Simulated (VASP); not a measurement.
Runs of VASP 6.6.1 on Zn4SeS3. The structure is that of space group P-4m2 (No. 115), or close to it. The cells are those of the table. 

```csv
cell,gap on the mesh (eV),pressure (GPa),largest force (eV/Å)
"a = 3.861, b = 3.861, c = 10.915 Å, 8 atoms",1.83,2.3,0.01
"a = 3.977, b = 3.977, c = 11.245 Å, 8 atoms",(b),-3.2,-
"a = 3.939, b = 3.939, c = 11.137 Å, 8 atoms",1.58,-1.7,-
"a = 3.901, b = 3.901, c = 11.028 Å, 8 atoms",(c),0.2,0.01
"a = 3.821, b = 3.821, c = 10.800 Å, 8 atoms",(a),4.9,0.01
```

Alike in all rows: task single point; level PBE; potentials or basis VASP PAW PBE potentials, release 64 (Zn, Se, S); no spin polarisation; k mesh 8 × 8 × 4; cutoff (eV) 520; smearing gaussian 0.02 eV.

**Question.** Estimate the missing entries.

**Answer.** (a) 1.96; (b) 1.46; (c) 1.70.

A k mesh can miss the band edges, and the runs leave out spin-orbit coupling on Se.
